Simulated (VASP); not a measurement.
Crystal: Bi.

```
Bi
1.0
     3.30189    0.00000    0.00000
     0.00000    3.28483    0.00000
    -0.08203    0.00000    6.57027
Bi
2
Direct
  0.54425 0.00000 0.74958
  0.45575 0.00000 0.25042
```

Base run:

| Item | Value |
| --- | --- |
| Program | VASP 6.6.1 |
| Functional | PBEsol |
| Potentials or basis | VASP PAW PBE potentials, release 64 (Bi_d) |
| Cutoff | 520 eV |
| k mesh | 8 × 8 × 4 |
| Occupations | fermi-dirac, width 0.05 eV |
| Spin | no spin polarisation |

Its results: band gap on the k mesh zero (bands 15 and 16 overlap by 5.93 eV); pressure -3.2 GPa; largest force 0.022 eV/Å.

Problem. The run is repeated on the same cell with these changes: functional from PBEsol to r2SCAN; further incar settings from ALGO = Fast; EDIFF = 1e-06; NBANDS = 22 to ALGO = Normal; EDIFF = 1e-07; NBANDS = 22. What comes out?

Solution. Band gap on the k mesh zero (bands 15 and 16 overlap by 6.30 eV); pressure -1.8 GPa; largest force 0.038 eV/Å.

Caveats: the PAW data sets were made with another functional, which shifts forces and pressure a little; spin-orbit coupling is left out, which moves the levels of the heavy elements; the cell stands under tension (at least some runs).
